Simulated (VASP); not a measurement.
The system is BeTe.

```
Be Te
1.0
     0.00000    2.71548    2.91102
     2.71548    0.00000    2.91102
     2.71548    2.71548    0.00000
Be Te
1 1
Direct
  0.00000 0.00000 0.00000
  0.25000 0.25000 0.25000
```

This cell differs from its parent crystal: epitaxial xy strain -4.0%.

Base run:

| Property | Result |
| --- | --- |
| Program | VASP 6.6.1 |
| Functional | PBE |
| Potentials or basis | VASP PAW PBE potentials, release 64 (Be, Te) |
| Cutoff | 520 eV |
| k mesh | 8 × 8 × 8 |
| Occupations | fermi-dirac, width 0.02 eV |
| Spin | no spin polarisation |

Its results: band gap on the k mesh 1.57 eV, indirect (least direct gap 3.41 eV); pressure 3.7 GPa.

**Question.** The run is repeated on the same cell with these changes: k mesh from 8 × 8 × 8 to 4 × 4 × 4; occupations from fermi-dirac, width 0.02 eV to gaussian, width 0.01 eV. What comes out?

**Answer.** Band gap on the k mesh 1.56 eV, indirect (least direct gap 3.40 eV); pressure 4.2 GPa.

Caveats: some runs use coarse meshes; spin-orbit coupling is left out, which moves the levels of the heavy elements.

A k mesh can miss the band edges.
